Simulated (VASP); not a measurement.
# LuSc2N3 (R-3m) in VASP: notebook

LuSc2N3 is run at these levels: PBE; tasks: single point.

All numbers are computed with VASP 6.6.1; they aren't measurements. Logs are shortened: lines on timing, memory, paths and dates and some standing lists are left out, and cuts for length are marked.

## Step 1: The cell of the first run

Symmetry: R-3m, No. 166, trigonal system. Conventional cell: a = 5.120 Å, b = 5.120 Å, c = 12.362 Å, α = 90.00°, β = 90.00°, γ = 120.00°. Lu (site symmetry -3m) has 6 N at 2.54 Å and 6 Sc at 3.00 Å within 3.3 Å. Sc (site symmetry 3m) has 9 N at 2.98 Å and 3 Lu at 3.00 Å and 4 Sc at 3.05 to 3.14 Å within 3.9 Å. Within 3.3 Å of N (site symmetry 2/m) lie 2 Lu at 2.54 Å and 4 N at 2.56 Å and 6 Sc at 2.98 Å.

## Step 2: Single point, PBE

File INCAR:

```
PREC = Accurate ; ENCUT = 520
EDIFF = 1E-7 ; ISMEAR = 0
SIGMA = 0.1 ; LREAL = F
LASPH = T ; NELM = 60
ALGO = Normal ; ISIF = 2
LWAVE = F ; LCHARG = F
GGA = PE ; NBANDS = 40
```

File KPOINTS:

```
Automatic mesh
0
Gamma
  6 6 6
```

File POSCAR:

```
LuSc2N3
1.0
    2.5601819300      1.4781217300      4.1207708200
   -2.5601819300      1.4781217300      4.1207708200
    0.0000000000     -2.9562434500      4.1207708200
Lu Sc N
1 2 3
Direct
    0.5000000000      0.5000000000      0.5000000000
    0.1235570000      0.1235570000      0.1235570000
    0.8764430000      0.8764430000      0.8764430000
    0.0000000000      0.5000000000      0.5000000000
    0.5000000000      0.5000000000      0.0000000000
    0.5000000000      0.0000000000      0.5000000000
```

Potentials or basis: VASP PAW PBE potentials, release 64 (Lu, Sc_sv, N).

The run is started by

```sh
$ cat potpaw_PBE.64/Lu/POTCAR potpaw_PBE.64/Sc_sv/POTCAR potpaw_PBE.64/N/POTCAR > POTCAR
$ mpirun -np 1 vasp_std > vasp.out
```

OUTCAR:

```text
PREC = Accurate
   ENCUT = 520
   EDIFF = 1E-7
   ISMEAR = 0
   LREAL = F
   LASPH = T
   NELM = 60
   ISIF = 2
   GGA = PE

 ion  position               nearest neighbor table
   1  0.500  0.500  0.500-   5 2.54   5 2.54   6 2.54   4 2.54   6 2.54   4 2.54   3 3.00   2 3.00
                             3 3.00   2 3.00   3 3.00   2 3.00
   2  0.124  0.124  0.124-   1 3.00   1 3.00   1 3.00   3 3.05   3 3.14   3 3.14   3 3.14
   3  0.876  0.876  0.876-   1 3.00   1 3.00   1 3.00   2 3.05   2 3.14   2 3.14   2 3.14
   4  0.000  0.500  0.500-   1 2.54   1 2.54
   5  0.500  0.500  0.000-   1 2.54   1 2.54
   6  0.500  0.000  0.500-   1 2.54   1 2.54

  LATTYP: Found a trigonal (rhomboedric) cell.
 ALAT       =     5.0715015049
 COS(alpha) =     0.4903188943

  Lattice vectors:

 A1 = (   2.5601819300,   1.4781217300,   4.1207708200)
 A2 = (  -2.5601819300,   1.4781217300,   4.1207708200)
 A3 = (   0.0000000000,  -2.9562434500,   4.1207708200)

Analysis of symmetry for initial positions (statically):
=====================================================================
 Subroutine PRICEL returns:
 Original cell was already a primitive cell.

 Routine SETGRP: Setting up the symmetry group for a
 trigonal (rhombohedral) supercell.

 Subroutine GETGRP returns: Found 12 space group operations
 (whereof 12 operations were pure point group operations)
 out of a pool of 12 trial point group operations.

The static configuration has the point symmetry D_3d.

Analysis of symmetry for dynamics (positions and initial velocities):
=====================================================================
 Subroutine PRICEL returns:
 Original cell was already a primitive cell.

 Routine SETGRP: Setting up the symmetry group for a
 trigonal (rhombohedral) supercell.

 Subroutine GETGRP returns: Found 12 space group operations
 (whereof 12 operations were pure point group operations)
 out of a pool of 12 trial point group operations.

The dynamic configuration has the point symmetry D_3d.

 Subroutine INISYM returns: Found 12 space group operations
 (whereof 12 operations are pure point group operations),
 and found     1 'primitive' translations

----------------------------------------------------------------------------------------

                                     Primitive cell

  volume of cell :      93.5644

  direct lattice vectors                    reciprocal lattice vectors
     2.560181930  1.478121730  4.120770820     0.195298621  0.112755711  0.080891015
    -2.560181930  1.478121730  4.120770820    -0.195298621  0.112755711  0.080891015
     0.000000000 -2.956243450  4.120770820     0.000000000 -0.225511423  0.080891015

  length of vectors
     5.071501505  5.071501505  5.071501502     0.239580379  0.239580379  0.239580379

  position of ions in fractional coordinates (direct lattice)
     0.500000000  0.500000000  0.500000000
     0.123557000  0.123557000  0.123557000
     0.876443000  0.876443000  0.876443000
     0.000000000  0.500000000  0.500000000
     0.500000000  0.500000000  0.000000000
     0.500000000  0.000000000  0.500000000

  ion indices of the primitive-cell ions
   primitive index   ion index
                 1           1
                 2           2
                 3           3
                 4           4
                 5           5
                 6           6

----------------------------------------------------------------------------------------

 KPOINTS: Automatic mesh

Automatic generation of k-mesh.
 Grid dimensions read from file:
 generate k-points for:    6    6    6

 Generating k-lattice:

  Cartesian coordinates                     Fractional coordinates (reciprocal lattice)
     0.032549770  0.018792619  0.013481836     0.166666667  0.000000000  0.000000000
    -0.032549770  0.018792619  0.013481836     0.000000000  0.166666667  0.000000000
     0.000000000 -0.037585237  0.013481836     0.000000000  0.000000000  0.166666667

  Length of vectors
     0.039930063  0.039930063  0.039930063

  Shift w.r.t. Gamma in fractional coordinates (k-lattice)
     0.000000000  0.000000000  0.000000000

 Subroutine IBZKPT returns following result:
 ===========================================

 Found     32 irreducible k-points:

 Following reciprocal coordinates:
            Coordinates               Weight
  0.000000  0.000000  0.000000      1.000000
  0.166667  0.000000 -0.000000      6.000000
  0.333333  0.000000  0.000000      6.000000
  0.500000  0.000000  0.000000      3.000000
  0.166667  0.166667 -0.000000      6.000000
  0.333333  0.166667  0.000000     12.000000
[... 16 lines left out ...]
  0.500000  0.500000  0.166667      6.000000
 -0.333333  0.500000  0.166667     12.000000
 [... further k-points ...]
   k-points           NKPTS =     32   k-points in BZ     NKDIM =     32   number of bands    NBANDS=     40
   number of dos      NEDOS =    301   number of ions     NIONS =      6
   total plane-waves  NPLWV =  64000
   dimension x,y,z NGX =    40 NGY =   40 NGZ =   40
   dimension x,y,z NGXF=    80 NGYF=   80 NGZF=   80
   ions per type =               1   2   3
   NGX,Y,Z   is equivalent  to a cutoff of  13.11, 13.11, 13.11 a.u.
   NGXF,Y,Z  is equivalent  to a cutoff of  26.22, 26.22, 26.22 a.u.
 SYSTEM =  unknown system
   PREC   = accura    normal or accurate (medium, high low for compatibility)
   ISTART =      0    job   : 0-new  1-cont  2-samecut
   ICHARG =      2    charge: 1-file 2-atom 10-const
   ISPIN  =      1    spin polarized calculation?
   LNONCOLLINEAR =      F non collinear calculations
   LSORBIT =      F    spin-orbit coupling
   LASPH  =      T    aspherical Exc in radial PAW
   ENCUT  =  520.0 eV  38.22 Ry    6.18 a.u.   9.43  9.43  9.43*2*pi/ulx,y,z
   NELM   =     60;   NELMIN=  2; NELMDL= -5     # of ELM steps
   EDIFF  = 0.1E-06   stopping-criterion for ELM
   LREAL  =      F    real-space projection
   EDIFFG = 0.1E-05   stopping-criterion for IOM
   NSW    =      0    number of steps for IOM
   IBRION =     -1    ionic relax: 0-MD 1-quasi-New 2-CG
   NFREE  =      0    steps in history (QN), initial steepest desc. (CG)
   ISIF   =      2    stress and relaxation
   ISYM   =      2    0-nonsym 1-usesym 2-fastsym
   POTIM  = 0.5000    time-step for ionic-motion
   TEBEG  =    0.0;   TEEND  =   0.0 temperature during run
   PSTRESS=    0.0 pullay stress
   NELECT =      62.0000    total number of electrons
   NUPDOWN=      -1.0000    fix difference up-down
   EMIN   =  10.00;   EMAX   =-10.00  energy-range for DOS
   EFERMI =   0.00;   METHOD = LEGACY
   ISMEAR =     0;   SIGMA  =   0.10  broadening in eV -4-tet -1-fermi 0-gaus
   EFERMI_NEDOS =   21; number of points for ismear=-14 and -15
   IALGO  =     38    algorithm
   IMIX   =      4    mixing-type and parameters
     AMIX     =   0.40;   BMIX     =  1.00
     AMIX_MAG =   1.60;   BMIX_MAG =  1.00
  volume/ion in A,a.u.               =      15.59       105.23
  Fermi-wavevector in a.u.,A,eV,Ry     =   1.427256  2.697122 27.715872  2.037059
  Thomas-Fermi vector in A             =   2.547445
   LORBIT       =      0    0 simple, 1 ext, 2 COOP (PROOUT), +10 PAW based schemes
   GGA     = PE    functional components
   LHFCALC =     F    Hartree Fock is set to
   AEXX    =    0.0000 exact exchange contribution
   IVDW    =     0    specifies the selected vdW correction
   LEPSILON=     F    determine dielectric tensor
   LRPA    =     F    only Hartree local field effects (RPA)
 non-spin polarized calculation
 Gauss-broadening in eV      SIGMA  =   0.10
  energy-cutoff  :      520.00
  volume of cell :       93.56
 maximum number of plane-waves:      2571
 NGX is ok and might be reduce to    40
   NGX = 19   NGY = 19   NGZ = 19

 number of electron      61.9999997 magnetization

 Free energy of the ion-electron system (eV)
  ---------------------------------------------------
  ext. energy  EPLUGINS =         0.00000000
  ---------------------------------------------------
  free energy    TOTEN  =       -37.05563088 eV

  energy without entropy =      -37.02116359  energy(sigma->0) =      -37.03839724

 E-fermi :   3.9622     XC(G=0): -10.9655

 val. band max:        3.9522943343   @ k =  -0.3333   0.3333   0.0000
 cond. band min:       3.9724678678   @ k =   0.5000   0.1667  -0.0000
 fundamental gap:      0.0201735334
 Fermi energy:         3.9622124880

 k-point     1 :       0.0000    0.0000    0.0000
  band No.  band energies     occupation
      1     -51.6119      2.00000
      2     -46.1602      2.00000
      3     -46.0926      2.00000
      4     -24.8716      2.00000
      5     -24.8435      2.00000
      6     -24.8435      2.00000
[... 32 lines left out ...]
     39       6.0063      0.00000
     40       6.9075      0.00000

 k-point     2 :       0.1667    0.0000   -0.0000
  band No.  band energies     occupation
      1     -51.6118      2.00000
      2     -46.1573      2.00000
      3     -46.0957      2.00000
      4     -24.8753      2.00000
      5     -24.8614      2.00000
      6     -24.8564      2.00000
[... 32 lines left out ...]
     39       6.1348      0.00000
     40       6.4737      0.00000

 k-point     3 :       0.3333    0.0000    0.0000
  band No.  band energies     occupation
      1     -51.6115      2.00000
      2     -46.1502      2.00000
      3     -46.1033      2.00000
      4     -24.8891      2.00000
      5     -24.8863      2.00000
      6     -24.8554      2.00000
[... 32 lines left out ...]
     39       6.3080      0.00000
     40       6.3124      0.00000

 k-point     4 :       0.5000    0.0000    0.0000
  band No.  band energies     occupation
      1     -51.6114      2.00000
      2     -46.1456      2.00000
      3     -46.1081      2.00000
      4     -24.9006      2.00000
      5     -24.8916      2.00000
      6     -24.8451      2.00000
[... 32 lines left out ...]
     39       6.3794      0.00000
     40       6.5536      0.00000
[... 772 lines left out ...]
     39       6.1897      0.00000
     40       6.3556      0.00000

 k-point    23 :       0.5000    0.5000    0.1667
  band No.  band energies     occupation
      1     -51.6115      2.00000
      2     -46.1335      2.00000
      3     -46.1200      2.00000
      4     -24.9110      2.00000
      5     -24.9013      2.00000
      6     -24.8109      2.00000
[... 32 lines left out ...]
     39       5.7696      0.00000
     40       6.6040      0.00000

 k-point    24 :      -0.3333    0.5000    0.1667
  band No.  band energies     occupation
      1     -51.6114      2.00000
      2     -46.1298      2.00000
      3     -46.1240      2.00000
      4     -24.9157      2.00000
      5     -24.8946      2.00000
      6     -24.7914      2.00000
[... 32 lines left out ...]
     39       6.0459      0.00000
     40       6.7358      0.00000

 [... further k-points ...]

------------------------ aborting loop because EDIFF is reached ----------------------------------------

  FORCE on cell =-STRESS in cart. coord.  units (eV):
  Direction    XX          YY          ZZ          XY          YZ          ZX
  --------------------------------------------------------------------------------------
  -------------------------------------------------------------------------------------
  Total       -0.9472562     -0.9472562    -21.6533160      0.0000000     -0.0000000     -0.0000000
  in kB      -16.2206146    -16.2206146   -370.7867925      0.0000000     -0.0000003     -0.0000000
  external PRESSURE =    -134.4093406 kB  Pullay stress =       0.0000000 kB

 VOLUME and BASIS-vectors are now :
 -----------------------------------------------------------------------------
  energy-cutoff  :      520.00
  volume of cell :       93.56
      direct lattice vectors                 reciprocal lattice vectors
     2.560181930  1.478121730  4.120770820     0.195298621  0.112755711  0.080891015
    -2.560181930  1.478121730  4.120770820    -0.195298621  0.112755711  0.080891015
     0.000000000 -2.956243450  4.120770820     0.000000000 -0.225511423  0.080891015

 POSITION                                       TOTAL-FORCE (eV/Angst)
 -----------------------------------------------------------------------------------
      0.00000      0.00000      6.18116        -0.000000      0.000000      0.000000
      0.00000      0.00000      1.52745         0.000000      0.000000      0.305526
      0.00000      0.00000     10.83486         0.000000     -0.000000     -0.305526
     -1.28009     -0.73906      4.12077        -0.000000      0.000000      0.000000
      0.00000      1.47812      4.12077         0.000000      0.000000      0.000000
      1.28009     -0.73906      4.12077         0.000000      0.000000      0.000000
 -----------------------------------------------------------------------------------
    total drift:                               -0.000000      0.000000      0.000000

  FREE ENERGIE OF THE ION-ELECTRON SYSTEM (eV)
  ---------------------------------------------------
  free  energy   TOTEN  =       -37.0556308798 eV

  energy  without entropy=      -37.0211635941  energy(sigma->0) =      -37.03839724
```

Run time: 2.2 min. Hardware: 1 thread of Intel Xeon 6975P-C (Granite Rapids), shared host; peak memory 0.31 GiB.

What came out:

```
Free energy            : -37.0556 eV
Pressure               : -13.4 GPa
Largest force          : 0.306 eV/Å
Band gap on the k mesh : zero (band 31 reaches 4.65 eV, above the bottom of band 32 at 3.45 eV)
```

Forces in eV/Å, atoms in the order of the input:
```
Lu   0.000  0.000  0.000
Sc   0.000  0.000  0.306
Sc   0.000  0.000 -0.306
N    0.000  0.000  0.000
N    0.000  0.000  0.000
N    0.000  0.000  0.000
```

Stress tensor (GPa, compression positive):
```
 -1.62   0.00   0.00
  0.00  -1.62   0.00
  0.00   0.00 -37.08
```

Levels at points of the mesh, in eV from the Fermi level:
```
           k point  band 27  band 28  band 29  band 30  band 31  band 32  band 33  band 34  band 35  band 36
(0.00, 0.00, 0.00)    -2.36    -2.18    -2.18     0.12     0.12     0.54     0.65     1.34     1.34     1.56
(0.50, 0.00, 0.00)    -2.01    -1.86    -1.72    -1.64    -1.20     0.14     0.33     0.44     1.02     1.46
(0.50, 0.50, 0.00)    -2.33    -2.00    -1.83    -1.07    -0.26    -0.05     0.30     1.06     1.06     1.53
(0.50, 0.50, 0.50)    -2.93    -2.93     0.22     0.47     0.69     0.75     0.75     0.75     0.75     1.49
```

Caveat: spin-orbit coupling is left out, which moves the levels of the heavy elements.

## Step 3: Single point, PBE

This run uses another cell than the first one, of 15.76 Å³/atom, 1.011 times its volume.

File INCAR:

```
SYSTEM = LuSc2N3
PREC     = Accurate       ! precision mode
ENCUT    = 520            ! plane-wave cutoff, eV
EDIFF    = 1E-6           ! SCF threshold, eV
ISMEAR   = 0              ! smearing method
SIGMA    = 0.1            ! smearing width, eV
LREAL    = .FALSE.        ! projectors in reciprocal space
LASPH    = .TRUE.         ! aspherical terms in the spheres
NELM     = 60             ! most SCF steps
ALGO     = Normal         ! electronic algorithm
ISIF     = 2              ! what is computed and relaxed
LWAVE    = .FALSE.        ! write WAVECAR
LCHARG   = .FALSE.        ! write CHGCAR
GGA      = PE             ! functional
NBANDS   = 40             ! bands
```

File KPOINTS:

```
Automatic mesh
0
G
  6 6 6
  0 0 0
```

File POSCAR:

```
LuSc2N3
1.0
    2.9513550684      1.7039656445      3.1340513310
   -2.9513550684      1.7039656445      3.1340513310
    0.0000000000     -3.4079312852      3.1340513331
Lu Sc N
1 2 3
Direct
    0.5000000000      0.5000000000      0.5000000000
    0.2059555181      0.2059555181      0.2059555181
    0.7940444819      0.7940444819      0.7940444819
    0.0000000000      0.5000000000      0.5000000000
    0.5000000000      0.5000000000      0.0000000000
    0.5000000000      0.0000000000      0.5000000000
```

Potentials or basis: VASP PAW PBE potentials, release 64 (Lu, Sc_sv, N).

The run is started by

```sh
$ cat potpaw_PBE.64/Lu/POTCAR potpaw_PBE.64/Sc_sv/POTCAR potpaw_PBE.64/N/POTCAR > POTCAR
$ mpirun -np 1 vasp_std > vasp.out
```

Run time: 88 s. Hardware: 1 thread of Intel Xeon 6975P-C (Granite Rapids), shared host; peak memory 0.28 GiB.

Results (log left out):

| Quantity | Value |
| --- | --- |
| Free energy | -47.9672 eV |
| Pressure | 0.8 GPa |
| Largest force | 0.114 eV/Å |
| Band gap on the k mesh | zero (band 31 reaches 3.83 eV, above the bottom of band 32 at 3.45 eV) |

Forces in eV/Å, atoms in the order of the input:
```
Lu   0.000  0.000  0.000
Sc   0.000  0.000 -0.114
Sc   0.000  0.000  0.114
N    0.000  0.000  0.000
N    0.000  0.000  0.000
N    0.000  0.000  0.000
```

Stress tensor (GPa, compression positive):
```
0.68 0.00 0.00
0.00 0.68 0.00
0.00 0.00 1.05
```

Levels at points of the mesh, in eV from the Fermi level:
| k point | band 28 | band 29 | band 30 | band 31 | band 32 | band 33 | band 34 | band 35 |
| --- | --- | --- | --- | --- | --- | --- | --- | --- |
| (0.00, 0.00, 0.00) | -1.45 | -0.34 | -0.28 | -0.28 | -0.18 | 0.67 | 1.29 | 1.29 |
| (0.50, 0.00, 0.00) | -2.58 | -2.01 | -1.55 | -0.76 | 0.37 | 2.11 | 2.19 | 2.95 |
| (0.50, 0.50, 0.00) | -2.59 | -2.21 | -1.70 | -0.80 | 0.98 | 1.94 | 1.95 | 2.51 |
| (0.50, 0.50, 0.50) | -2.95 | -2.32 | -2.32 | 0.20 | 0.48 | 1.72 | 1.72 | 2.97 |

Caveat: spin-orbit coupling is left out, which moves the levels of the heavy elements.
